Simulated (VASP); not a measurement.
# Mg (Fm-3m) in VASP: further runs

Mg is run at these levels: PBE; tasks: single point.

Everything below comes from runs of VASP 6.6.1. Logs are shortened: lines on timing, memory, paths and dates and some standing lists are left out, and cuts for length are marked.

### 1 The cell of the first run

Symmetry: Fm-3m, No. 225, cubic system. The conventional cell has a = 4.541 Å, b = 4.541 Å, c = 4.541 Å, α = 90.00°, β = 90.00°, γ = 90.00°. Mg (site symmetry m-3m) has 12 Mg at 3.21 Å within 4.2 Å.

### 2 Single point, PBE (Cd replaced by Mg, lengths x 0.987, strained)

File INCAR:

```
  ALGO = Fast
  EDIFF = 1E-6
  ENCUT = 520
  GGA = PE
  ISIF = 2
  ISMEAR = 0
  LASPH = True
  LCHARG = False
  LREAL = False
  LWAVE = False
  NBANDS = 7
  NELM = 100
  PREC = Accurate
  SIGMA = 0.1
```

File KPOINTS:

```
k-points
0
Gamma
  16 16 16
```

File POSCAR:

```
Mg
1.0
    0.0000000000      2.2702637920      2.2702637920
    2.2702637920      0.0000000000      2.2702637920
    2.2702637920      2.2702637920      0.0000000000
Mg
1
Direct
    0.0000000000      0.0000000000      0.0000000000
```

Potentials or basis: VASP PAW PBE potentials, release 64 (Mg).

On the command line:

```console
$ cat potpaw_PBE.64/Mg/POTCAR > POTCAR
$ mpirun -np 1 vasp_std > vasp.out
```

OUTCAR:

```text
EDIFF = 1E-6
   ENCUT = 520
   GGA = PE
   ISIF = 2
   ISMEAR = 0
   LASPH = True
   LREAL = False
   NELM = 100
   PREC = Accurate

 ion  position               nearest neighbor table
   1  0.000  0.000  0.000-

  LATTYP: Found a face centered cubic cell.
 ALAT       =     4.5405275840

  Lattice vectors:

 A1 = (   0.0000000000,   2.2702637920,   2.2702637920)
 A2 = (   2.2702637920,   0.0000000000,   2.2702637920)
 A3 = (   2.2702637920,   2.2702637920,   0.0000000000)

Analysis of symmetry for initial positions (statically):
=====================================================================
 Subroutine PRICEL returns:
 Original cell was already a primitive cell.

 Routine SETGRP: Setting up the symmetry group for a
 face centered cubic supercell.

 Subroutine GETGRP returns: Found 48 space group operations
 (whereof 48 operations were pure point group operations)
 out of a pool of 48 trial point group operations.

The static configuration has the point symmetry O_h .

Analysis of symmetry for dynamics (positions and initial velocities):
=====================================================================
 Subroutine PRICEL returns:
 Original cell was already a primitive cell.

 Routine SETGRP: Setting up the symmetry group for a
 face centered cubic supercell.

 Subroutine GETGRP returns: Found 48 space group operations
 (whereof 48 operations were pure point group operations)
 out of a pool of 48 trial point group operations.

The dynamic configuration has the point symmetry O_h .

 Subroutine INISYM returns: Found 48 space group operations
 (whereof 48 operations are pure point group operations),
 and found     1 'primitive' translations

----------------------------------------------------------------------------------------

                                     Primitive cell

  volume of cell :      23.4023

  direct lattice vectors                    reciprocal lattice vectors
     0.000000000  2.270263792  2.270263792    -0.220238724  0.220238724  0.220238724
     2.270263792  0.000000000  2.270263792     0.220238724 -0.220238724  0.220238724
     2.270263792  2.270263792  0.000000000     0.220238724  0.220238724 -0.220238724

  length of vectors
     3.210637845  3.210637845  3.210637845     0.381464659  0.381464659  0.381464659

  position of ions in fractional coordinates (direct lattice)
     0.000000000  0.000000000  0.000000000

  ion indices of the primitive-cell ions
   primitive index   ion index
                 1           1

----------------------------------------------------------------------------------------

 KPOINTS: k-points

Automatic generation of k-mesh.
 Grid dimensions read from file:
 generate k-points for:   16   16   16

 Generating k-lattice:

  Cartesian coordinates                     Fractional coordinates (reciprocal lattice)
    -0.013764920  0.013764920  0.013764920     0.062500000  0.000000000  0.000000000
     0.013764920 -0.013764920  0.013764920     0.000000000  0.062500000  0.000000000
     0.013764920  0.013764920 -0.013764920     0.000000000  0.000000000  0.062500000

  Length of vectors
     0.023841541  0.023841541  0.023841541

  Shift w.r.t. Gamma in fractional coordinates (k-lattice)
     0.000000000  0.000000000  0.000000000

 Subroutine IBZKPT returns following result:
 ===========================================

 Found    145 irreducible k-points:

 Following reciprocal coordinates:
            Coordinates               Weight
  0.000000  0.000000  0.000000      1.000000
  0.062500  0.000000  0.000000      8.000000
  0.125000  0.000000  0.000000      8.000000
  0.187500  0.000000  0.000000      8.000000
  0.250000  0.000000  0.000000      8.000000
  0.312500  0.000000  0.000000      8.000000
[... 16 lines left out ...]
 -0.125000  0.062500  0.000000     24.000000
 -0.062500  0.062500  0.000000     12.000000
 [... further k-points ...]
   k-points           NKPTS =    145   k-points in BZ     NKDIM =    145   number of bands    NBANDS=      7
   number of dos      NEDOS =    301   number of ions     NIONS =      1
   total plane-waves  NPLWV =  13824
   dimension x,y,z NGX =    24 NGY =   24 NGZ =   24
   dimension x,y,z NGXF=    48 NGYF=   48 NGZF=   48
   ions per type =               1
   NGX,Y,Z   is equivalent  to a cutoff of  12.43, 12.43, 12.43 a.u.
   NGXF,Y,Z  is equivalent  to a cutoff of  24.85, 24.85, 24.85 a.u.
 SYSTEM =  unknown system
   PREC   = accura    normal or accurate (medium, high low for compatibility)
   ISTART =      0    job   : 0-new  1-cont  2-samecut
   ICHARG =      2    charge: 1-file 2-atom 10-const
   ISPIN  =      1    spin polarized calculation?
   LNONCOLLINEAR =      F non collinear calculations
   LSORBIT =      F    spin-orbit coupling
   LASPH  =      T    aspherical Exc in radial PAW
   ENCUT  =  520.0 eV  38.22 Ry    6.18 a.u.   5.97  5.97  5.97*2*pi/ulx,y,z
   NELM   =    100;   NELMIN=  2; NELMDL= -5     # of ELM steps
   EDIFF  = 0.1E-05   stopping-criterion for ELM
   LREAL  =      F    real-space projection
   EDIFFG = 0.1E-04   stopping-criterion for IOM
   NSW    =      0    number of steps for IOM
   IBRION =     -1    ionic relax: 0-MD 1-quasi-New 2-CG
   NFREE  =      0    steps in history (QN), initial steepest desc. (CG)
   ISIF   =      2    stress and relaxation
   ISYM   =      2    0-nonsym 1-usesym 2-fastsym
   POTIM  = 0.5000    time-step for ionic-motion
   TEBEG  =    0.0;   TEEND  =   0.0 temperature during run
   PSTRESS=    0.0 pullay stress
   NELECT =       2.0000    total number of electrons
   NUPDOWN=      -1.0000    fix difference up-down
   EMIN   =  10.00;   EMAX   =-10.00  energy-range for DOS
   EFERMI =   0.00;   METHOD = LEGACY
   ISMEAR =     0;   SIGMA  =   0.10  broadening in eV -4-tet -1-fermi 0-gaus
   EFERMI_NEDOS =   21; number of points for ismear=-14 and -15
   IALGO  =     68    algorithm
   IMIX   =      4    mixing-type and parameters
     AMIX     =   0.40;   BMIX     =  1.00
     AMIX_MAG =   1.60;   BMIX_MAG =  1.00
  volume/ion in A,a.u.               =      23.40       157.93
  Fermi-wavevector in a.u.,A,eV,Ry     =   0.721105  1.362691  7.074926  0.519992
  Thomas-Fermi vector in A             =   1.810728
   LORBIT       =      0    0 simple, 1 ext, 2 COOP (PROOUT), +10 PAW based schemes
   GGA     = PE    functional components
   LHFCALC =     F    Hartree Fock is set to
   AEXX    =    0.0000 exact exchange contribution
   IVDW    =     0    specifies the selected vdW correction
   LEPSILON=     F    determine dielectric tensor
   LRPA    =     F    only Hartree local field effects (RPA)
 non-spin polarized calculation
 RMM-DIIS sequential band-by-band and
 Gauss-broadening in eV      SIGMA  =   0.10
  energy-cutoff  :      520.00
  volume of cell :       23.40
 maximum number of plane-waves:       648
   NGX = 11   NGY = 11   NGZ = 11

 number of electron       2.0000000 magnetization

 Free energy of the ion-electron system (eV)
  ---------------------------------------------------
  ext. energy  EPLUGINS =         0.00000000
  ---------------------------------------------------
  free energy    TOTEN  =        -1.49239692 eV

  energy without entropy =       -1.48962386  energy(sigma->0) =       -1.49101039

 E-fermi :   2.5123     XC(G=0):  -8.4325

 val. band max:        2.4664391097   @ k =  -0.3750   0.1875   0.0625
 cond. band min:       2.5158360572   @ k =  -0.4375   0.4375   0.0000
 fundamental gap:      0.0493969475
 Fermi energy:         2.5123296168

 k-point     1 :       0.0000    0.0000    0.0000
  band No.  band energies     occupation
      1      -4.3161      2.00000
      2      14.7632      0.00000
      3      14.7632      0.00000
      4      14.7632      0.00000
      5      16.5936      0.00000
      6      16.5936      0.00000
      7      16.5936      0.00000

 k-point     2 :       0.0625    0.0000    0.0000
  band No.  band energies     occupation
      1      -4.2303      2.00000
      2      13.3689      0.00000
      3      14.5491      0.00000
      4      14.5491      0.00000
      5      16.6597      0.00000
      6      16.9526      0.00000
      7      16.9526      0.00000

 k-point     3 :       0.1250    0.0000    0.0000
  band No.  band energies     occupation
      1      -3.9735      2.00000
      2      11.3368      0.00000
      3      14.1613      0.00000
      4      14.1613      0.00000
      5      16.4054      0.00000
      6      17.7709      0.00000
      7      17.7709      0.00000

 k-point     4 :       0.1875    0.0000    0.0000
  band No.  band energies     occupation
      1      -3.5469      2.00000
      2       9.3268      0.00000
      3      13.8188      0.00000
      4      13.8188      0.00000
      5      16.1143      0.00000
      6      17.7945      0.00000
      7      17.7945      0.00000

 k-point     5 :       0.2500    0.0000    0.0000
  band No.  band energies     occupation
      1      -2.9528      2.00000
      2       7.4130      0.00000
      3      13.5828      0.00000
      4      13.5828      0.00000
      5      15.8874      0.00000
      6      16.7933      0.00000
      7      16.7933      0.00000
[... 161 lines left out ...]
 k-point    22 :      -0.1875    0.0625    0.0000
  band No.  band energies     occupation
      1      -3.2918      2.00000
      2       8.7240      0.00000
      3      12.1584      0.00000
      4      14.7724      0.00000
      5      16.4920      0.00000
      6      16.6616      0.00000
      7      17.6813      0.00000

 k-point    23 :      -0.1250    0.0625    0.0000
  band No.  band energies     occupation
      1      -3.7742      2.00000
      2      10.6656      0.00000
      3      12.5450      0.00000
      4      14.9775      0.00000
      5      16.9065      0.00000
      6      17.3034      0.00000
      7      17.5990      0.00000

 k-point    24 :      -0.0625    0.0625    0.0000
  band No.  band energies     occupation
      1      -4.0875      2.00000
      2      12.4596      0.00000
      3      13.2423      0.00000
      4      14.9853      0.00000
      5      16.7616      0.00000
      6      16.9770      0.00000
      7      17.5845      0.00000

 [... further k-points ...]
[... 5 lines left out ...]
  --------------------------------------------------------------------------------------
  -------------------------------------------------------------------------------------
  Total       -0.0778455     -0.0778455     -0.0778455      0.0000000      0.0000000      0.0000000
  in kB       -5.3294851     -5.3294851     -5.3294851      0.0000000      0.0000000      0.0000000
  external PRESSURE =      -5.3294851 kB  Pullay stress =       0.0000000 kB

 VOLUME and BASIS-vectors are now :
 -----------------------------------------------------------------------------
  energy-cutoff  :      520.00
  volume of cell :       23.40
      direct lattice vectors                 reciprocal lattice vectors
     0.000000000  2.270263792  2.270263792    -0.220238724  0.220238724  0.220238724
     2.270263792  0.000000000  2.270263792     0.220238724 -0.220238724  0.220238724
     2.270263792  2.270263792  0.000000000     0.220238724  0.220238724 -0.220238724

 POSITION                                       TOTAL-FORCE (eV/Angst)
 -----------------------------------------------------------------------------------
      0.00000      0.00000      0.00000        -0.000000     -0.000000      0.000000
 -----------------------------------------------------------------------------------
    total drift:                               -0.000000      0.000000      0.000000

  FREE ENERGIE OF THE ION-ELECTRON SYSTEM (eV)
  ---------------------------------------------------
  free  energy   TOTEN  =        -1.4923969205 eV

  energy  without entropy=       -1.4896238633  energy(sigma->0) =       -1.49101039
```

Run time: 5.5 s. Hardware: 1 thread of Intel Xeon Platinum 8559C (Emerald Rapids), shared host; peak memory 0.15 GiB.

What came out:

- Free energy: -1.4924 eV
- Pressure: -0.5 GPa
- Band gap on the k mesh: zero (band 1 reaches 3.96 eV, above the bottom of band 2 at 1.24 eV)

Caveat: the cell differs from its parent crystal (Cd replaced by Mg, lengths x 0.987, strained).

(Continued in part 2 of 2.)
